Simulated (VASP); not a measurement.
# NaH (Fm-3m) in VASP: G0W0 quasiparticle levels with PBE

Aim: the G0W0 quasiparticle levels of NaH with PBE.

All numbers are computed with VASP 6.6.1; they aren't measurements. Logs are shortened: lines on timing, memory, paths and dates and some standing lists are left out, and cuts for length are marked.

## 1. The cell of the first run

Symmetry: Fm-3m, No. 225, cubic system. The conventional cell has a = 4.795 Å, b = 4.795 Å, c = 4.795 Å, α = 90.00°, β = 90.00°, γ = 90.00°. Within 3.2 Å of Na (site symmetry m-3m) lie 6 H at 2.40 Å. Within 3.2 Å of H (site symmetry m-3m) lie 6 Na at 2.40 Å.

## 2. G0W0 quasiparticle levels, PBE

POSCAR

```
NaH
1.0
    0.0000000000      2.3975116441      2.3975116441
    2.3975116441      0.0000000000      2.3975116441
    2.3975116441      2.3975116441      0.0000000000
Na H
1 1
Direct
    0.0000000000      0.0000000000      0.0000000000
    0.5000000000      0.5000000000      0.5000000000
```

INCAR.step1

```
ALGO     = Normal         # electronic algorithm
EDIFF    = 1E-8           # SCF threshold, eV
ENCUT    = 500            # plane-wave cutoff, eV
GGA      = PE             # functional
ISMEAR   = 0              # smearing method
LASPH    = T              # aspherical terms in the spheres
LCHARG   = F              # write CHGCAR
LREAL    = F              # projectors in reciprocal space
LWAVE    = T              # write WAVECAR
NELM     = 60             # most SCF steps
PREC     = Accurate       # precision mode
SIGMA    = 0.01           # smearing width, eV
```

INCAR.step2

```
ALGO     = Exact          # electronic algorithm
EDIFF    = 1E-8           # SCF threshold, eV
ENCUT    = 500            # plane-wave cutoff, eV
GGA      = PE             # functional
ISMEAR   = 0              # smearing method
ISTART   = 1            
LASPH    = T              # aspherical terms in the spheres
LCHARG   = F              # write CHGCAR
LOPTICS  = T              # frequency-dependent dielectric function
LREAL    = F              # projectors in reciprocal space
LWAVE    = T              # write WAVECAR
NBANDS   = 87             # bands
NELM     = 1              # most SCF steps
PREC     = Accurate       # precision mode
SIGMA    = 0.01           # smearing width, eV
```

INCAR.step3

```
ALGO     = EVGW0          # electronic algorithm
EDIFF    = 1E-8           # SCF threshold, eV
ENCUT    = 500            # plane-wave cutoff, eV
ENCUTGW  = 120.0          # cutoff of the response function
GGA      = PE             # functional
ISMEAR   = 0              # smearing method
ISTART   = 1            
LASPH    = T              # aspherical terms in the spheres
LCHARG   = F              # write CHGCAR
LREAL    = F              # projectors in reciprocal space
LWAVE    = F              # write WAVECAR
NBANDS   = 87             # bands
NBANDSGW = 13           
NELMGW   = 1            
NOMEGA   = 96             # frequency points
OMEGAMAX = 20           
PREC     = Accurate       # precision mode
PRECFOCK = Fast         
SIGMA    = 0.01           # smearing width, eV
```

KPOINTS

```
k-points
0
Gamma
  6 6 6
```

Potentials or basis: VASP PAW PBE potentials, release 64 (Na_sv_GW, H_GW).

The run is started by

```sh
$ cat potpaw_PBE.64/Na_sv_GW/POTCAR potpaw_PBE.64/H_GW/POTCAR > POTCAR
$ cp INCAR.step1 INCAR
$ mpirun -np 1 vasp_std > vasp.out
$ cp INCAR.step2 INCAR
$ mpirun -np 1 vasp_std > vasp.out
$ cp INCAR.step3 INCAR
$ mpirun -np 1 vasp_std > vasp.out
```

OUTCAR:

```text
EDIFF = 1E-8
   ENCUT = 500
   ENCUTGW = 120.0
   GGA = PE
   ISMEAR = 0
   ISTART = 1
   LASPH = T
   LREAL = F
   NELMGW = 1
   PREC = Accurate
   PRECFOCK = Fast

 ion  position               nearest neighbor table
   1  0.000  0.000  0.000-
   2  0.500  0.500  0.500-

  LATTYP: Found a face centered cubic cell.
 ALAT       =     4.7950232882

  Lattice vectors:

 A1 = (   0.0000000000,   2.3975116441,   2.3975116441)
 A2 = (   2.3975116441,   0.0000000000,   2.3975116441)
 A3 = (   2.3975116441,   2.3975116441,   0.0000000000)

Analysis of symmetry for initial positions (statically):
=====================================================================
 Subroutine PRICEL returns:
 Original cell was already a primitive cell.

 Routine SETGRP: Setting up the symmetry group for a
 face centered cubic supercell.

 Subroutine GETGRP returns: Found 48 space group operations
 (whereof 48 operations were pure point group operations)
 out of a pool of 48 trial point group operations.

The static configuration has the point symmetry O_h .

Analysis of symmetry for dynamics (positions and initial velocities):
=====================================================================
 Subroutine PRICEL returns:
 Original cell was already a primitive cell.

 Routine SETGRP: Setting up the symmetry group for a
 face centered cubic supercell.

 Subroutine GETGRP returns: Found 48 space group operations
 (whereof 48 operations were pure point group operations)
 out of a pool of 48 trial point group operations.

The dynamic configuration has the point symmetry O_h .

 Subroutine INISYM returns: Found 48 space group operations
 (whereof 48 operations are pure point group operations),
 and found     1 'primitive' translations

----------------------------------------------------------------------------------------

                                     Primitive cell

  volume of cell :      27.5621

  direct lattice vectors                    reciprocal lattice vectors
     0.000000000  2.397511644  2.397511644    -0.208549561  0.208549561  0.208549561
     2.397511644  0.000000000  2.397511644     0.208549561 -0.208549561  0.208549561
     2.397511644  2.397511644  0.000000000     0.208549561  0.208549561 -0.208549561

  length of vectors
     3.390593483  3.390593483  3.390593483     0.361218435  0.361218435  0.361218435

  position of ions in fractional coordinates (direct lattice)
     0.000000000  0.000000000  0.000000000
     0.500000000  0.500000000  0.500000000

  ion indices of the primitive-cell ions
   primitive index   ion index
                 1           1
                 2           2

----------------------------------------------------------------------------------------

 KPOINTS: k-points

Automatic generation of k-mesh.
 Grid dimensions read from file:
 generate k-points for:    6    6    6

 Generating k-lattice:

  Cartesian coordinates                     Fractional coordinates (reciprocal lattice)
    -0.034758260  0.034758260  0.034758260     0.166666667  0.000000000  0.000000000
     0.034758260 -0.034758260  0.034758260     0.000000000  0.166666667  0.000000000
     0.034758260  0.034758260 -0.034758260     0.000000000  0.000000000  0.166666667

  Length of vectors
     0.060203072  0.060203072  0.060203072

  Shift w.r.t. Gamma in fractional coordinates (k-lattice)
     0.000000000  0.000000000  0.000000000

 Subroutine IBZKPT returns following result:
 ===========================================

 Found     16 irreducible k-points:

 Following reciprocal coordinates:
            Coordinates               Weight
  0.000000  0.000000  0.000000      1.000000
  0.166667  0.000000  0.000000      8.000000
  0.333333  0.000000  0.000000      8.000000
  0.500000  0.000000  0.000000      4.000000
  0.166667  0.166667  0.000000      6.000000
  0.333333  0.166667  0.000000     24.000000
[... 8 lines left out ...]
 -0.333333  0.333333  0.166667     24.000000
 -0.333333  0.500000  0.166667     12.000000
   k-points           NKPTS =     16   k-points in BZ     NKDIM =    216   number of bands    NBANDS=     87
   number of dos      NEDOS =    301   number of ions     NIONS =      2
   total plane-waves  NPLWV =  21952
   dimension x,y,z NGX =    28 NGY =   28 NGZ =   28
   dimension x,y,z NGXF=    56 NGYF=   56 NGZF=   56
   ions per type =               1   1
   NGX,Y,Z   is equivalent  to a cutoff of  13.73, 13.73, 13.73 a.u.
   NGXF,Y,Z  is equivalent  to a cutoff of  27.46, 27.46, 27.46 a.u.
 SYSTEM =  unknown system
   PREC   = accura    normal or accurate (medium, high low for compatibility)
   ISTART =      1    job   : 0-new  1-cont  2-samecut
   ICHARG =      0    charge: 1-file 2-atom 10-const
   ISPIN  =      1    spin polarized calculation?
   LNONCOLLINEAR =      F non collinear calculations
   LSORBIT =      F    spin-orbit coupling
   LASPH  =      T    aspherical Exc in radial PAW
   ENCUT  =  500.0 eV  36.75 Ry    6.06 a.u.   6.18  6.18  6.18*2*pi/ulx,y,z
   NELM   =     60;   NELMIN=  2; NELMDL=  0     # of ELM steps
   EDIFF  = 0.1E-07   stopping-criterion for ELM
   LREAL  =      F    real-space projection
   EDIFFG = 0.1E-06   stopping-criterion for IOM
   NSW    =      0    number of steps for IOM
   IBRION =     -1    ionic relax: 0-MD 1-quasi-New 2-CG
   NFREE  =      0    steps in history (QN), initial steepest desc. (CG)
   ISIF   =      0    stress and relaxation
   ISYM   =      3    0-nonsym 1-usesym 2-fastsym
   POTIM  = 0.5000    time-step for ionic-motion
   TEBEG  =    0.0;   TEEND  =   0.0 temperature during run
   PSTRESS=    0.0 pullay stress
   NELECT =      10.0000    total number of electrons
   NUPDOWN=      -1.0000    fix difference up-down
   EMIN   =  10.00;   EMAX   =-10.00  energy-range for DOS
   EFERMI =   0.00;   METHOD = LEGACY
   ISMEAR =     0;   SIGMA  =   0.01  broadening in eV -4-tet -1-fermi 0-gaus
   EFERMI_NEDOS =   21; number of points for ismear=-14 and -15
   IALGO  =     38    algorithm
   IMIX   =      4    mixing-type and parameters
     AMIX     =   0.40;   BMIX     =  1.00
     AMIX_MAG =   1.60;   BMIX_MAG =  1.00
  volume/ion in A,a.u.               =      13.78        93.00
  Fermi-wavevector in a.u.,A,eV,Ry     =   1.167627  2.206495 18.549539  1.363353
  Thomas-Fermi vector in A             =   2.304125
   LORBIT       =      0    0 simple, 1 ext, 2 COOP (PROOUT), +10 PAW based schemes
   GGA     = PE    functional components
   LHFCALC =     T    Hartree Fock is set to
   PRECFOCK=fast      Normal, Fast or Accurate (Low or Medium for compatibility)
   ENCUT4O =  -1.0   cutoff for four orbital integrals eV
   NKREDX  =     1    reduce k-point grid by
   NKREDY  =     1    reduce k-point grid by
   NKREDZ  =     1    reduce k-point grid by
   AEXX    =    1.0000 exact exchange contribution
   HFSCREEN=    0.0000 screening length (either q_TF or 0.3 A-1)
   HFSCREENC=   0.0000 screening length for correlation (either q_TF or 0.3 A-1)
   ENCUTFOCK=  -1.0 apply spherical cutoff to Coloumb kernel
   IVDW    =     0    specifies the selected vdW correction
   LEPSILON=     F    determine dielectric tensor
   LRPA    =     F    only Hartree local field effects (RPA)
   LRPAFORCE           =     F    calculate RPA forces
   ENCUTGW             = 120.0    cutoff for response function in eV
   ENCUTGWSOFT         =  96.0    soft cutoff for Coulomb kernel in GW response function in eV
   ENCUTLF             =  -1.0    cutoff for local field effects
   NELMGW              =     1    number of iterations in solving QP/BSE equation
   NELMHF              =     1    number of iterations in the inner HF iteration
   NKREDLFX            =     1    NKREDLFY  =   1   NKREDLFZ  =   1
 non-spin polarized calculation
 Gauss-broadening in eV      SIGMA  =   0.01
  energy-cutoff  :      500.00
  volume of cell :       27.56
 maximum number of plane-waves:       725
 NGX is ok and might be reduce to    28
  NGX = 14; NGY = 14; NGZ = 14
   NGX = 13   NGY = 13   NGZ = 13
 maximum number of plane-waves:        92
 NGX is ok and might be reduce to    14

 QP shifts <psi_nk| G(iteration)W_0 |psi_nk>: iteration 1
 for sc-GW calculations column KS-energies equals QP-energies in previous step
 and V_xc(KS)=  KS-energies - (<T + V_ion + V_H > + <T+V_H+V_ion>^1  + <V_x>^1)

 k-point   1 :       0.0000    0.0000    0.0000
  band No.  KS-energies  QP-energies   sigma(KS)   V_xc(KS)     V^pw_x(r,r')   Z            occupation Imag(sigma)

      1     -51.2685     -60.0022     -41.3211     -29.2635     -49.1299       0.7243       2.0000       0.2803
      2     -23.1699     -28.3987     -35.3615     -28.3907     -41.4277       0.7501       2.0000       0.0696
      3     -23.1699     -28.3987     -35.3615     -28.3907     -41.4277       0.7501       2.0000       0.0696
      4     -23.1699     -28.3987     -35.3615     -28.3907     -41.4277       0.7501       2.0000       0.0696
      5      -4.7813      -6.3167     -11.1927      -8.9103     -13.9485       0.6727       2.0000       0.1623
      6       9.5326      10.3690      -9.5811     -10.8030      -4.9619       0.6844       0.0000      -0.2784
      7      14.6682      15.1609      -5.8292      -6.4634      -1.2546       0.7768       0.0000      -0.7592
      8      14.6682      15.1609      -5.8292      -6.4634      -1.2546       0.7768       0.0000      -0.7592
      9      14.6682      15.1609      -5.8292      -6.4634      -1.2546       0.7768       0.0000      -0.7592
     10      15.5868      16.8096      -7.3279      -8.7693      -2.8619       0.8483       0.0000      -0.9575
     11      15.5868      16.8096      -7.3279      -8.7693      -2.8619       0.8483       0.0000      -0.9575
     12      15.5868      16.8096      -7.3279      -8.7693      -2.8619       0.8483       0.0000      -0.9575
     13      16.5140      16.7483      -5.1197      -5.4083      -0.5889       0.8118       0.0000      -1.3154

 k-point   2 :       0.1667    0.0000    0.0000
  band No.  KS-energies  QP-energies   sigma(KS)   V_xc(KS)     V^pw_x(r,r')   Z            occupation Imag(sigma)
[... 239 lines left out ...]
      1     -51.2585     -60.1015     -41.3408     -29.2833     -49.1495       0.7334       2.0000       0.2801
      2     -23.2458     -28.4095     -35.1447     -28.1950     -41.2015       0.7430       2.0000       0.0732
      3     -23.2178     -28.3957     -35.2258     -28.2699     -41.2876       0.7444       2.0000       0.0714
      4     -23.2055     -28.3922     -35.2646     -28.3005     -41.3264       0.7448       2.0000       0.0712
      5      -1.1538      -2.6828     -12.6454     -10.5876     -14.2415       0.7430       2.0000       0.0534
      6       4.1953       4.8563      -6.6691      -7.4999      -3.4909       0.7957       0.0000      -0.0641
      7       6.0925       6.7469      -6.3858      -7.2280      -2.8213       0.7770       0.0000      -0.0887
      8       7.7633       8.6519      -7.0303      -8.1982      -3.1803       0.7609       0.0000      -0.1183
      9      14.0436      14.6105      -6.2826      -6.9855      -1.7355       0.8067       0.0000      -0.7572
     10      14.2341      15.1953      -8.0741      -9.3028      -3.3255       0.7822       0.0000      -0.7871
     11      19.9758      21.2564      -7.3571      -8.9117      -2.5266       0.8237       0.0000      -1.3004
     12      20.1065      20.9284      -5.9181      -6.8698      -1.3350       0.8637       0.0000      -1.3350
     13      24.0351      25.3688      -7.3360      -8.9888      -2.3632       0.8069       0.0000      -1.5267
```

Wall time 3.7 min (1 thread of AMD EPYC 9R45 (Zen 5), shared host); peak memory 0.44 GiB.

Results:

| Property | Result |
| --- | --- |
| Quasiparticle gap | 6.09 eV |
| Least direct quasiparticle gap | 6.97 eV |
| Band gap of the starting levels on the mesh | 3.85 eV |
| Least direct gap of the starting levels on the mesh | 4.68 eV |

Caveat: the k points lie up to 0.38 Å⁻¹ apart; bands, screening cutoff and mesh are small and nothing is extrapolated, so the quasiparticle values aren't converged.
